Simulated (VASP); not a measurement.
A run of VASP 6.6.1 is set up as follows.

The input INCAR:

```
SYSTEM = Al3GaN4
  PREC = Accurate
  ENCUT = 520
  EDIFF = 1E-6
  ISMEAR = 0
  SIGMA = 0.05
  LREAL = .False.
  LASPH = .True.
  NELM = 80
  ALGO = Normal
  ISIF = 2
  LWAVE = .False.
  LCHARG = .False.
  GGA = PS
  NBANDS = 31
```

KPOINTS

```
regular mesh
0
Gamma
  6 8 4
  0 0 0
```

The input POSCAR:

```
Al3GaN4
1.0
    4.8932267981      0.1243611840     -0.2590982386
    0.0771825218      3.1761670941     -0.0282601996
   -0.2816017287     -0.0489967079      5.2568930537
Al Ga N
3 1 4
Direct
    0.4973880639      0.4899259431      0.1707765371
    0.0105007710      0.5052905901      0.8372217335
   -0.0111181371      0.0116166306      0.3271249891
    0.4986914730      0.0121075078      0.6688965235
    0.1146358438     -0.0034893629      0.6704034341
    0.1183585847      0.4945913375      0.1635854051
    0.6338588896      0.4978273082      0.8321380318
    0.6212835111     -0.0078699544      0.3298543458
```

Potentials or basis: VASP PAW PBE potentials, release 64 (Al, Ga_d, N).

Command:

```sh
$ cat potpaw_PBE.64/Al/POTCAR potpaw_PBE.64/Ga_d/POTCAR potpaw_PBE.64/N/POTCAR > POTCAR
$ mpirun -np 1 vasp_std > vasp.out
```

(1) What does it give for the band gap on the k mesh?

(2) What does it give for the pressure?

Answers

(1) 3.35 eV.

(2) 11.8 GPa.

Caveat: the stress differs along the axes, from -0 to 21 GPa; the PAW data sets were made with another functional, which shifts forces and pressure a little.
